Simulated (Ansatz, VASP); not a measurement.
**Two plane-wave programs on SnO**

Contents of INCAR:

```
SYSTEM = SnO
PREC = Accurate
ENCUT = 520
EDIFF = 1E-8
ISMEAR = -1
SIGMA = 0.01
LREAL = .False.
LASPH = .True.
NELM = 100
ALGO = Normal
ISIF = 2
LWAVE = .False.
LCHARG = .False.
GGA = PE
LEFG = .True.
NBANDS = 28
```

File KPOINTS:

```
Automatic mesh
0
Gamma
  8 8 6
  0 0 0
```

File POSCAR:

```
SnO
1.0
    3.7506153226      0.0000000000      0.0000000000
    0.0000000000      3.7506153226      0.0000000000
    0.0000000000      0.0000000000      4.7706406366
Sn O
2 2
Direct
    0.0000000000      0.5000000000      0.2385000000
    0.5000000000      0.0000000000      0.7615000000
    0.0000000000      0.0000000000      0.0000000000
    0.5000000000      0.5000000000      0.0000000000
```

Input for Ansatz:

```yaml
crystal:
  lattice:
    - [3.7506153226, 0.0, 0.0]
    - [0.0, 3.7506153226, 0.0]
    - [0.0, 0.0, 4.7706406366]
  atoms:
    - { symbol: Sn, position: [0.0, 0.5, 0.2385] }
    - { symbol: Sn, position: [0.5, 0.0, 0.7615] }
    - { symbol: O, position: [0.0, 0.0, 0.0] }
    - { symbol: O, position: [0.5, 0.5, 0.0] }
kpoints:
  mp_grid: { grid: [8, 8, 6] }
scf:
  occupations: { method: fermi_dirac, width: 0.01 }
hamiltonian:
  xc: pbe
  pseudopotentials: { kind: paw }
output:
  forces: true
  stress: true
  eigenvalues: true
  efg: { contact_densities: true }
  write_density: true
  write_potential: true
  elf: true
  volumetric_format: npy
```

Change from the starting cell: volume scaled by 0.96, PAW files.

Alike in both runs: task electric field gradients; functional PBE; k mesh 8 × 8 × 6; occupations fermi-dirac, width 0.01 eV; no spin polarisation.

|  | VASP | Ansatz |
| --- | --- | --- |
| version | VASP 6.6.1 | Ansatz 0.2.0 |
| potentials or method | VASP PAW PBE potentials, release 64 (Sn_d, O) | PAW with Ansatz's default frozen-core files, scalar-relativistic |
| plane-wave cutoff (eV) | 520 | 420 |
| valence electrons in the cell | 40 | 40 |

```csv
,VASP,Ansatz,Ansatz less VASP
pressure (GPa),9.0,8.7,-0.30
"traceless stress, the component that is largest in VASP (GPa)",-1.49,-1.51,-0.019
rms of the force components (eV/Å),0.438,0.398,-0.0396
size of Vzz on the site where it differs most (V/Å²),171.6,182.4,+10.80
```

Atom by atom the forces differ by 0.040 eV/Å (rms over components). With one functional, cell and mesh, what is left measures potentials, basis and numerics.
